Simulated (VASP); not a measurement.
A run of VASP 6.6.1:

INCAR

```
SYSTEM = NaH
ALGO = Normal
EDIFF = 1E-8
ENCUT = 600
GGA = PS
IBRION = 6
ISIF = 3
ISMEAR = 0
LASPH = .True.
LCHARG = .True.
LREAL = .False.
LWAVE = .False.
NBANDS = 11
NELM = 100
NFREE = 2
NSW = 1
POTIM = 0.015
PREC = Accurate
SIGMA = 0.01
```

KPOINTS

```
k-points
0
Gamma
  8 8 8
  0 0 0
```

Contents of POSCAR:

```
NaH
1.0
    0.0000000000      2.2410442546      2.2410442546
    2.2410442546      0.0000000000      2.2410442546
    2.2410442546      2.2410442546      0.0000000000
Na H
1 1
Direct
    0.0000000000      0.0000000000      0.0000000000
    0.5000000000      0.5000000000      0.5000000000
```

Potentials or basis: VASP PAW PBE potentials, release 64 (Na_pv, H).

Run with:

```bash
$ cat potpaw_PBE.64/Na_pv/POTCAR potpaw_PBE.64/H/POTCAR > POTCAR
$ mpirun -np 1 vasp_std > vasp.out
```

Hardware: 1 thread of Intel(R) Xeon(R) 6975P-C (Granite Rapids), on a shared host.

Task: Estimate the wall time of this run.

Result: It took 2 min on 1 thread of Intel(R) Xeon(R) 6975P-C (Granite Rapids) (shared host), peak memory 0.22 GiB. Counts: scf iterations 150, k points 29.
